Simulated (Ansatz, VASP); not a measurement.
Two plane-wave programs on InP

```
CELL_PARAMETERS angstrom
2.91366 2.91366 0.00000
-2.91366 2.91366 0.00000
0.00000 2.91366 2.91366
ATOMIC_POSITIONS crystal
In 0.00000 0.00000 0.00000
P 0.75000 0.25000 0.50000
```

Alike in both runs: functional LDA; k mesh 12 × 12 × 12; occupations fermi-dirac, width 0.1 eV; no spin polarisation.

Ansatz relaxed the structure, and its values are those at the end. VASP's run is a single point on that final structure, the one shown.

|  | VASP | Ansatz |
| --- | --- | --- |
| version | VASP 6.6.1 | Ansatz 0.2.0 |
| potentials or method | VASP PAW LDA potentials, release 64 (In_d, P) | PAW with Ansatz's default frozen-core files, scalar-relativistic |
| plane-wave cutoff (eV) | 520 | 420 |
| valence electrons in the cell | 18 | 18 |

|  | VASP | Ansatz | Ansatz less VASP |
| --- | --- | --- | --- |
| pressure (GPa) | 0.0 | 0.0 | -0.02 |

LDA's correlation is that of Perdew and Zunger in VASP and of Perdew and Wang (1992) in Ansatz.
